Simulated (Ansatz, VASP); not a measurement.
**Two plane-wave programs on Au**

```
Au
1.0
     2.95688    0.00000    0.00000
    -1.47844    2.56073    0.00000
     0.00000    0.00000    4.97571
Au
2
Direct
  0.33333 0.66667 0.75000
  0.66667 0.33333 0.25000
```

Change from the starting cell: volume scaled by 1.06, PAW files.

Alike in both runs: task electric field gradients; functional LDA; k mesh 14 × 14 × 8; occupations fermi-dirac, width 0.03 eV; no spin polarisation.

|  | VASP | Ansatz |
| --- | --- | --- |
| version | VASP 6.6.1 | Ansatz 0.2.0 |
| potentials or method | VASP PAW LDA potentials, release 64 (Au) | PAW with Ansatz's default frozen-core files, scalar-relativistic |
| plane-wave cutoff (eV) | 520 | 420 |
| valence electrons in the cell | 22 | 38 |

|  | VASP | Ansatz | Ansatz less VASP |
| --- | --- | --- | --- |
| pressure (GPa) | -16.4 | -16.7 | -0.33 |
| traceless stress, the component that is largest in VASP (GPa) | 0.40 | 0.51 | +0.107 |
| size of Vzz on the site where it differs most (V/Å²) | 18.1 | 5.6 | -12.52 |

LDA's correlation is that of Perdew and Zunger in VASP and of Perdew and Wang (1992) in Ansatz. VASP's potentials hold 22 valence electrons a cell and Ansatz's 38, so a difference there can come from the potentials and not from the codes.

Neither program's run includes spin-orbit coupling.
